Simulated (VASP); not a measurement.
A run of VASP 6.6.1 is set up as follows.

The input INCAR:

```
SYSTEM = GaAs
ALGO = Normal ; EDIFF = 1E-7
EDIFFG = -0.01 ; ENCUT = 600
GGA = PS ; IBRION = 2
ISIF = 3 ; ISMEAR = -1
LASPH = .TRUE. ; LCHARG = .FALSE.
LREAL = .FALSE. ; LWAVE = .FALSE.
NELM = 100 ; NSW = 60
PREC = Accurate ; SIGMA = 0.05
```

Contents of KPOINTS:

```
k-points
0
G
  8 8 8
  0 0 0
```

Contents of POSCAR:

```
GaAs
1.0
    0.0000000000      2.8268500000      2.8268500000
    2.8268500000      0.0000000000      2.8268500000
    2.8268500000      2.8268500000      0.0000000000
As Ga
1 1
Direct
    0.7500000000      0.7500000000      0.7500000000
    0.0000000000      0.0000000000      0.0000000000
```

Potentials or basis: VASP PAW PBE potentials, release 64 (As, Ga_d).

The run is started by

```bash
$ cat potpaw_PBE.64/As/POTCAR potpaw_PBE.64/Ga_d/POTCAR > POTCAR
$ mpirun -np 1 vasp_std > vasp.out
```

Task: Estimate the band gap on the k mesh.

Result: 0.42 eV, direct.

Task: Predict the relaxed cell.

Result: a = 4.004 Å, b = 4.004 Å, c = 4.004 Å, α = 60.00°, β = 60.00°, γ = 60.00°.

Task: Predict the space group after relaxing (to 0.05 Å).

Result: F-43m (No. 216).

Task: Estimate the relaxed volume.

Result: 22.70 Å³/atom.

Step by step:
```tsv
step	energy change (eV)	largest force (eV/Å)	pressure (GPa)	volume (Å³)
1	0.0000	0.0000	0.31	45.18
2	-0.0002	0.0000	-0.10	45.47
3	-0.0002	0.0000	0.01	45.39
```

Caveat: the PAW data sets were made with another functional, which shifts forces and pressure a little. Zero-point motion and thermal expansion aren't in these numbers.
